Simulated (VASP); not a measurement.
# Si3C (P6/mmm) in VASP: relaxation of cell and atoms with PBE

Aim: the relaxation of cell and atoms of Si3C with PBE.

Program: VASP 6.6.1. These are calculated values, not measurements. Logs are shortened: lines on timing, memory, paths and dates and some standing lists are left out, and cuts for length are marked.

## Step 1: The cell of the first run

It takes space group P6/mmm (No. 191, hexagonal). The conventional cell has a = 3.153 Å, b = 3.153 Å, c = 4.443 Å, α = 90.00°, β = 90.00°, γ = 120.00°. Si (site symmetry mmm) has 2 C at 1.58 Å and 4 Si at 1.58 Å within 2.1 Å. Within 2.1 Å of C (site symmetry 6/mmm) lie 6 Si at 1.58 Å.

The cell was generated, and may not be a known phase.

## Step 2: Relaxation of cell and atoms, PBE

Input file INCAR:

```
SYSTEM = Si3C
PREC = Accurate
ENCUT = 1300
EDIFF = 1E-7
ISMEAR = 0
SIGMA = 0.1
LREAL = .FALSE.
LASPH = .TRUE.
NELM = 120
ALGO = Normal
ISIF = 3
LWAVE = .FALSE.
LCHARG = .FALSE.
GGA = PE
IBRION = 2
NSW = 90
EDIFFG = -0.04
GGA_COMPAT = .FALSE.
NELMIN = 4
```

Input file KPOINTS:

```
regular mesh
0
G
  6 6 4
  0 0 0
```

Input file POSCAR:

```
Si3C
1.0
    3.1532119400      0.0000000000      0.0000000000
   -1.5766059700      2.7307616500      0.0000000000
    0.0000000000      0.0000000000      4.4426378700
Si C
3 1
Direct
    0.5000000000      0.0000000000      0.5000000000
    0.0000000000      0.5000000000      0.5000000000
    0.5000000000      0.5000000000      0.5000000000
    0.0000000000      0.0000000000      0.5000000000
```

Potentials or basis: VASP PAW PBE potentials, release 64 (Si, C_h).

Launch:

```bash
cat potpaw_PBE.64/Si/POTCAR potpaw_PBE.64/C_h/POTCAR > POTCAR
mpirun -np 1 vasp_std > vasp.out
```

OUTCAR:

```text
SYSTEM = Si3C
   PREC = Accurate
   ENCUT = 1300
   EDIFF = 1E-7
   ISMEAR = 0
   LREAL = .FALSE.
   LASPH = .TRUE.
   NELM = 120
   ISIF = 3
   GGA = PE
   IBRION = 2
   NSW = 90
   EDIFFG = -0.04
   NELMIN = 4

 ion  position               nearest neighbor table
   1  0.500  0.000  0.500-   4 1.58   4 1.58   2 1.58   3 1.58   3 1.58   2 1.58   2 2.73   2 2.73
                             3 2.73   3 2.73
   2  0.000  0.500  0.500-   3 1.58   3 1.58   4 1.58   4 1.58   1 1.58   1 1.58   1 2.73   1 2.73
                             3 2.73   3 2.73
   3  0.500  0.500  0.500-   2 1.58   2 1.58   4 1.58   1 1.58   1 1.58   4 1.58   1 2.73   1 2.73
                             2 2.73   2 2.73
   4  0.000  0.000  0.500-   1 1.58   1 1.58   3 1.58   2 1.58   2 1.58   3 1.58

  LATTYP: Found a hexagonal cell.
 ALAT       =     3.1532119400
 C/A-ratio  =     1.4089245996

  Lattice vectors:

 A1 = (   3.1532119400,   0.0000000000,   0.0000000000)
 A2 = (  -1.5766059700,   2.7307616500,   0.0000000000)
 A3 = (   0.0000000000,   0.0000000000,   4.4426378700)

Analysis of symmetry for initial positions (statically):
=====================================================================
 Subroutine PRICEL returns:
 Original cell was already a primitive cell.

 Routine SETGRP: Setting up the symmetry group for a
 hexagonal supercell.

 Subroutine GETGRP returns: Found 24 space group operations
 (whereof 24 operations were pure point group operations)
 out of a pool of 24 trial point group operations.

The static configuration has the point symmetry D_6h.

Analysis of symmetry for dynamics (positions and initial velocities):
=====================================================================
 Subroutine PRICEL returns:
 Original cell was already a primitive cell.

 Routine SETGRP: Setting up the symmetry group for a
 hexagonal supercell.

 Subroutine GETGRP returns: Found 24 space group operations
 (whereof 24 operations were pure point group operations)
 out of a pool of 24 trial point group operations.

The dynamic configuration has the point symmetry D_6h.

 Subroutine INISYM returns: Found 24 space group operations
 (whereof 24 operations are pure point group operations),
 and found     1 'primitive' translations

----------------------------------------------------------------------------------------

                                     Primitive cell

  volume of cell :      38.2541

  direct lattice vectors                    reciprocal lattice vectors
     3.153211940  0.000000000  0.000000000     0.317136944  0.183099100  0.000000000
    -1.576605970  2.730761650  0.000000000     0.000000000  0.366198200  0.000000000
     0.000000000  0.000000000  4.442637870     0.000000000  0.000000000  0.225091495

  length of vectors
     3.153211940  3.153211946  4.442637870     0.366198200  0.366198200  0.225091495

  position of ions in fractional coordinates (direct lattice)
     0.500000000  0.000000000  0.500000000
     0.000000000  0.500000000  0.500000000
     0.500000000  0.500000000  0.500000000
     0.000000000  0.000000000  0.500000000

  ion indices of the primitive-cell ions
   primitive index   ion index
                 1           1
                 2           2
                 3           3
                 4           4

----------------------------------------------------------------------------------------

 KPOINTS: regular mesh

Automatic generation of k-mesh.
 Grid dimensions read from file:
 generate k-points for:    6    6    4

 Generating k-lattice:

  Cartesian coordinates                     Fractional coordinates (reciprocal lattice)
     0.052856157  0.030516517  0.000000000     0.166666667  0.000000000  0.000000000
     0.000000000  0.061033033  0.000000000     0.000000000  0.166666667  0.000000000
     0.000000000  0.000000000  0.056272874     0.000000000  0.000000000  0.250000000

  Length of vectors
     0.061033033  0.061033033  0.056272874

  Shift w.r.t. Gamma in fractional coordinates (k-lattice)
     0.000000000  0.000000000  0.000000000

 Subroutine IBZKPT returns following result:
 ===========================================

 Found     21 irreducible k-points:

 Following reciprocal coordinates:
            Coordinates               Weight
  0.000000  0.000000  0.000000      1.000000
  0.166667 -0.000000  0.000000      6.000000
  0.333333 -0.000000  0.000000      6.000000
  0.500000 -0.000000  0.000000      3.000000
  0.166667  0.166667  0.000000      6.000000
  0.333333  0.166667  0.000000     12.000000
[... 13 lines left out ...]
  0.333333  0.166667  0.500000     12.000000
  0.333333  0.333333  0.500000      2.000000
   k-points           NKPTS =     21   k-points in BZ     NKDIM =     21   number of bands    NBANDS=     12
   number of dos      NEDOS =    301   number of ions     NIONS =      4
   total plane-waves  NPLWV =  86400
   dimension x,y,z NGX =    40 NGY =   40 NGZ =   54
   dimension x,y,z NGXF=    80 NGYF=   80 NGZF=  108
   ions per type =               3   1
   NGX,Y,Z   is equivalent  to a cutoff of  21.09, 21.09, 20.21 a.u.
   NGXF,Y,Z  is equivalent  to a cutoff of  42.18, 42.18, 40.41 a.u.
 SYSTEM =  Si3C
   PREC   = accura    normal or accurate (medium, high low for compatibility)
   ISTART =      0    job   : 0-new  1-cont  2-samecut
   ICHARG =      2    charge: 1-file 2-atom 10-const
   ISPIN  =      1    spin polarized calculation?
   LNONCOLLINEAR =      F non collinear calculations
   LSORBIT =      F    spin-orbit coupling
   LASPH  =      T    aspherical Exc in radial PAW
   ENCUT  = 1300.0 eV  95.55 Ry    9.77 a.u.   9.27  9.27 13.06*2*pi/ulx,y,z
   NELM   =    120;   NELMIN=  4; NELMDL= -5     # of ELM steps
   EDIFF  = 0.1E-06   stopping-criterion for ELM
   LREAL  =      F    real-space projection
   EDIFFG = -.4E-01   stopping-criterion for IOM
   NSW    =     90    number of steps for IOM
   IBRION =      2    ionic relax: 0-MD 1-quasi-New 2-CG
   NFREE  =      1    steps in history (QN), initial steepest desc. (CG)
   ISIF   =      3    stress and relaxation
   ISYM   =      2    0-nonsym 1-usesym 2-fastsym
   POTIM  = 0.5000    time-step for ionic-motion
   TEBEG  =    0.0;   TEEND  =   0.0 temperature during run
   PSTRESS=    0.0 pullay stress
   NELECT =      16.0000    total number of electrons
   NUPDOWN=      -1.0000    fix difference up-down
   EMIN   =  10.00;   EMAX   =-10.00  energy-range for DOS
   EFERMI =   0.00;   METHOD = LEGACY
   ISMEAR =     0;   SIGMA  =   0.10  broadening in eV -4-tet -1-fermi 0-gaus
   EFERMI_NEDOS =   21; number of points for ismear=-14 and -15
   IALGO  =     38    algorithm
   IMIX   =      4    mixing-type and parameters
     AMIX     =   0.40;   BMIX     =  1.00
     AMIX_MAG =   1.60;   BMIX_MAG =  1.00
  volume/ion in A,a.u.               =       9.56        64.54
  Fermi-wavevector in a.u.,A,eV,Ry     =   1.224303  2.313597 20.394011  1.498918
  Thomas-Fermi vector in A             =   2.359382
   LORBIT       =      0    0 simple, 1 ext, 2 COOP (PROOUT), +10 PAW based schemes
   GGA     = PE    functional components
   LHFCALC =     F    Hartree Fock is set to
   AEXX    =    0.0000 exact exchange contribution
   IVDW    =     0    specifies the selected vdW correction
   LEPSILON=     F    determine dielectric tensor
   LRPA    =     F    only Hartree local field effects (RPA)
 conjugate gradient relaxation of ions
 non-spin polarized calculation
 Gauss-broadening in eV      SIGMA  =   0.10
  energy-cutoff  :     1300.00
  volume of cell :       38.25
 maximum number of plane-waves:      4094
 NGX is ok and might be reduce to    40
   NGX = 19   NGY = 19   NGZ = 27

--------------------------------------- Ionic step        1  -------------------------------------------

 number of electron      16.0000000 magnetization

 Free energy of the ion-electron system (eV)
  ---------------------------------------------------
  ext. energy  EPLUGINS =         0.00000000
  ---------------------------------------------------
  free energy    TOTEN  =        29.17213359 eV

  energy without entropy =       29.18304181  energy(sigma->0) =       29.17758770

------------------------ aborting loop because EDIFF is reached ----------------------------------------

  FORCE on cell =-STRESS in cart. coord.  units (eV):
  Direction    XX          YY          ZZ          XY          YZ          ZX
  --------------------------------------------------------------------------------------
  -------------------------------------------------------------------------------------
  Total      172.6518735    172.6518743     -0.4271606     -0.0000000     -0.0000000      0.0000000
  in kB     7231.0939815   7231.0940156    -17.8905603     -0.0000000     -0.0000000      0.0000000
  external PRESSURE =    4814.7658122 kB  Pullay stress =       0.0000000 kB

 VOLUME and BASIS-vectors are now :
 -----------------------------------------------------------------------------
  energy-cutoff  :     1300.00
  volume of cell :       38.25
      direct lattice vectors                 reciprocal lattice vectors
     3.153211940  0.000000000  0.000000000     0.317136944  0.183099100  0.000000000
    -1.576605970  2.730761650  0.000000000     0.000000000  0.366198200  0.000000000
     0.000000000  0.000000000  4.442637870     0.000000000  0.000000000  0.225091495
[... 1365 lines left out ...]
 k-point    21 :       0.3333    0.3333    0.5000
  band No.  band energies     occupation
      1       0.4120      2.00000
      2       2.0124      2.00000
      3       2.0124      2.00000
      4       4.7656      2.00000
      5       4.7656      2.00000
      6       5.3810      2.00000
      7       8.4479      2.00000
      8       8.4479      2.00000
      9      10.2628      0.00055
     10      10.8442      0.00000
     11      15.1686      0.00000
     12      15.1686      0.00000

[... ionic steps 4 to 21 ...]

--------------------------------------- Ionic step       22  -------------------------------------------

 number of electron      16.0000001 magnetization

------------------------ aborting loop because EDIFF is reached ----------------------------------------

  FORCE on cell =-STRESS in cart. coord.  units (eV):
  Direction    XX          YY          ZZ          XY          YZ          ZX
  --------------------------------------------------------------------------------------
  -------------------------------------------------------------------------------------
  Total        0.0108689      0.0108689     -0.3737092      0.0000000      0.0000000      0.0000000
  in kB        0.3413692      0.3413692    -11.7374107      0.0000000      0.0000000      0.0000000
  external PRESSURE =      -3.6848908 kB  Pullay stress =       0.0000000 kB

 VOLUME and BASIS-vectors are now :
 -----------------------------------------------------------------------------
  energy-cutoff  :     1300.00
  volume of cell :       51.01
      direct lattice vectors                 reciprocal lattice vectors
     4.839964703  0.000000000 -0.000000000     0.206613077  0.119288115  0.000000000
    -2.419982352  4.191532404  0.000000000     0.000000000  0.238576230  0.000000000
    -0.000000000 -0.000000000  2.514531280     0.000000000  0.000000000  0.397688431
[... 39 lines left out ...]
 POSITION                                       TOTAL-FORCE (eV/Angst)
 -----------------------------------------------------------------------------------
      2.41989     -0.00000      1.25559        -0.000000      0.000000      0.000000
     -1.20995      2.09569      1.25559        -0.000000      0.000000      0.000000
      1.20995      2.09569      1.25559         0.000000     -0.000000      0.000000
     -2.41989      4.19138      1.25559        -0.000000     -0.000000      0.000000
 -----------------------------------------------------------------------------------
    total drift:                               -0.000000      0.000000     -0.000000

  FREE ENERGIE OF THE ION-ELECTRON SYSTEM (eV)
  ---------------------------------------------------
  free  energy   TOTEN  =       -20.2701044582 eV

  energy  without entropy=      -20.2556596271  energy(sigma->0) =      -20.26288204

--------------------------------------- Ionic step       24  -------------------------------------------

 number of electron      16.0000001 magnetization

 Free energy of the ion-electron system (eV)
  ---------------------------------------------------
  ext. energy  EPLUGINS =         0.00000000
  ---------------------------------------------------
  free energy    TOTEN  =       -20.27043840 eV

  energy without entropy =      -20.25564143  energy(sigma->0) =      -20.26303991

 E-fermi :   9.1245     XC(G=0): -11.3068

 val. band max:        9.1114399265   @ k =   0.3333   0.1667   0.2500
 cond. band min:       9.2043142222   @ k =   0.3333   0.3333   0.5000
 fundamental gap:      0.0928742957
 Fermi energy:         9.1245468770

 k-point     1 :       0.0000    0.0000    0.0000
  band No.  band energies     occupation
      1      -5.5514      2.00000
      2       0.6217      2.00000
      3       1.9281      2.00000
      4       2.7974      2.00000
      5       2.7974      2.00000
      6       2.8060      2.00000
      7       2.8060      2.00000
      8      12.7532      0.00000
      9      13.8024      0.00000
     10      13.8024      0.00000
     11      15.9809      0.00000
     12      17.5811      0.00000
[... 320 lines left out ...]
 POSITION                                       TOTAL-FORCE (eV/Angst)
 -----------------------------------------------------------------------------------
      2.41974     -0.00000      1.25273         0.000000      0.000000      0.000000
     -1.20987      2.09556      1.25273         0.000000      0.000000      0.000000
      1.20987      2.09556      1.25273         0.000000     -0.000000      0.000000
     -0.00000     -0.00000      1.25273        -0.000000     -0.000000      0.000000
 -----------------------------------------------------------------------------------
    total drift:                               -0.000000      0.000000     -0.000000

  FREE ENERGIE OF THE ION-ELECTRON SYSTEM (eV)
  ---------------------------------------------------
  free  energy   TOTEN  =       -20.2704383955 eV

  energy  without entropy=      -20.2556414270  energy(sigma->0) =      -20.26303991

 reached required accuracy - stopping structural energy minimisation
```

Wall time 18 min (1 thread of Intel Xeon Platinum 8175M at 2.50GHz (Skylake/Cascade Lake), shared host); peak memory 0.33 GiB.

Results:

```yaml
Free_energy: -20.2704 eV
Relaxed_volume: 12.70 Å³/atom
Relaxed_cell: a = 4.839 Å, b = 4.839 Å, c = 2.505 Å, α = 90.00°, β = 90.00°, γ = 120.00°
Space_group_after_relaxing_to_0.1_Å: P6/mmm (No. 191)
Pressure_after_relaxing: 0.1 GPa
Band_gap_on_the_k_mesh: zero (bands 8 and 9 overlap by 4.80 eV)
```

Final structure:
```yaml
crystal:
  lattice:
    - [4.83948, 0.00000, 0.00000]
    - [-2.41974, 4.19112, 0.00000]
    - [0.00000, 0.00000, 2.50546]
  atoms:
    - { symbol: Si, position: [0.50000, 0.00000, 0.50000] }
    - { symbol: Si, position: [0.00000, 0.50000, 0.50000] }
    - { symbol: Si, position: [0.50000, 0.50000, 0.50000] }
    - { symbol: C, position: [0.00000, 0.00000, 0.50000] }
```

Caveat: the k points lie up to 0.63 Å⁻¹ apart in the final cell, too coarse for converged energies and pressures of a metal; the volume moved by over 15 % at a fixed basis, so the end points are rough.

The gap in the log of VASP goes by the Fermi energy; the results here count the filled bands.